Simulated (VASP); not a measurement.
Here is a VASP 6.6.1 calculation.

The input INCAR:

```
SYSTEM = CaOsO3
PREC = Accurate
ENCUT = 600
EDIFF = 1E-6
ISMEAR = 1
SIGMA = 0.1
LREAL = .FALSE.
LASPH = .TRUE.
NELM = 120
ALGO = Normal
ISIF = 2
LWAVE = .FALSE.
LCHARG = .TRUE.
GGA = CA
LELF = .TRUE.
LVHAR = .TRUE.
NBANDS = 26
GGA_COMPAT = .FALSE.
```

KPOINTS

```
Automatic mesh
0
G
  5 5 5
  0 0 0
```

Contents of POSCAR:

```
CaOsO3
1.0
    3.9521600000      0.0000000000      0.0000000000
    0.0000000000      3.9521600000      0.0000000000
    0.0000000000      0.0000000000      3.9521600000
Ca Os O
1 1 3
Direct
    0.0000000000      0.0000000000      0.0000000000
    0.5000000000      0.5000000000      0.5000000000
    0.5000000000      0.5000000000      0.0000000000
    0.0000000000      0.5000000000      0.5000000000
    0.5000000000      0.0000000000      0.5000000000
```

Potentials or basis: VASP PAW LDA potentials, release 64 (Ca_sv, Os, O).

Command:

```sh
$ cat potpaw_LDA.64/Ca_sv/POTCAR potpaw_LDA.64/Os/POTCAR potpaw_LDA.64/O/POTCAR > POTCAR
$ mpirun -np 1 vasp_std > vasp.out
```

Question: What does it give for the pressure?

Answer: -12.2 GPa.

Question: What does it give for the band gap on the k mesh?

Answer: Zero (band 18 reaches 6.38 eV, above the bottom of band 19 at 2.71 eV).

Caveat: spin-orbit coupling is left out, which moves the levels of the heavy elements.
